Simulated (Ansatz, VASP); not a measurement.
**Two plane-wave programs on La**

File INCAR:

```
PREC = Accurate
ENCUT = 520
EDIFF = 1E-7
ISMEAR = -1
SIGMA = 0.03
LREAL = False
LASPH = True
NELM = 100
ALGO = Normal
ISIF = 2
LWAVE = False
LCHARG = False
GGA = PE
NBANDS = 30
```

The input KPOINTS:

```
Automatic mesh
0
Gamma
  10 10 3
```

The input POSCAR:

```
La
1.0
    3.7726980145      0.0000000000      0.0000000000
   -1.8863490072      3.2672523214      0.0000000000
    0.0000000000      0.0000000000     12.1127038589
La
4
Direct
    0.0000000000      0.0000000000      0.0000000000
    0.0000000000      1.0000000000      0.5000000000
    0.3333333333      0.6666666667      0.7500000000
    0.6666666667      0.3333333333      0.2500000000
```

Input for Ansatz:

```yaml
crystal:
  lattice:
    - [3.7726980145, 0.0, 0.0]
    - [-1.8863490072, 3.2672523214, 0.0]
    - [0.0, 0.0, 12.1127038589]
  atoms:
    - { symbol: La, position: [0.0, 0.0, 0.0] }
    - { symbol: La, position: [0.0, 1.0, 0.5] }
    - { symbol: La, position: [0.3333333333, 0.6666666667, 0.75] }
    - { symbol: La, position: [0.6666666667, 0.3333333333, 0.25] }
hamiltonian:
  xc: pbe
  pseudopotentials:
    kind: paw
    azcp:
      La: "pseudopotentials/La.paw.azcp"
basis:
  ecutwfc: 420
  fft_grid_basis: typed
kpoints:
  mp_grid: { grid: [10, 10, 3], shift: [0, 0, 0] }
magnetization:
  spin_polarized: false
scf:
  occupations: { method: fermi_dirac, width: 0.03 }
  lower_state_search: "off"
output:
  stress: true
```

Alike in both runs: task single point; functional PBE; k mesh 10 × 10 × 3; occupations fermi-dirac, width 0.03 eV; no spin polarisation.

```csv
,VASP,Ansatz
version,VASP 6.6.1,Ansatz 0.2.0
potentials or method,"VASP PAW PBE potentials, release 64 (La), cutoff 520 eV","plane waves (420 eV) with PAW, scalar-relativistic"
valence electrons in the cell,44,44
```

Ansatz gave:

| Quantity | Value |
| --- | --- |
| pressure (GPa) | 0.0 |
| traceless stress, the component that is largest in VASP (GPa) | -0.12 |

**Question.** Estimate VASP's values.

**Answer.** Pressure (GPa): 0.0; traceless stress, the component that is largest in VASP (GPa): -0.13.

With one functional, cell and mesh, what is left measures potentials, basis and numerics.

Neither program's run includes spin-orbit coupling.
